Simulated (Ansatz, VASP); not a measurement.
# SbPb: VASP beside Ansatz

```
CELL_PARAMETERS angstrom
0.00000 3.10144 3.10144
3.10144 0.00000 3.10144
3.10144 3.10144 0.00000
ATOMIC_POSITIONS crystal
Sb 0.50000 0.50000 0.50000
Pb 0.00000 0.00000 0.00000
```

Alike in both runs: task single point; functional LDA; k mesh 14 × 14 × 14; occupations gaussian, width 0.15 eV; no spin polarisation.

```csv
,VASP,Ansatz
version,VASP 6.6.1,Ansatz 0.2.0
potentials or method,"VASP PAW LDA potentials, release 64 (Sb, Pb_d), cutoff 520 eV","scalar-relativistic, plane waves, PAW"
valence electrons in the cell,19,29
```

```csv
,VASP,Ansatz,Ansatz less VASP
gap on the k mesh at the Fermi level (eV),none,none,-
pressure (GPa),0.0,0.0,-0.07
```

LDA's correlation is that of Perdew and Zunger in VASP and of Perdew and Wang (1992) in Ansatz. A gap of «none» marks a metal or a gap that the smearing closes. VASP's potentials hold 19 valence electrons a cell and Ansatz's 29, so a difference there can come from the potentials and not from the codes.

Neither program's run includes spin-orbit coupling.
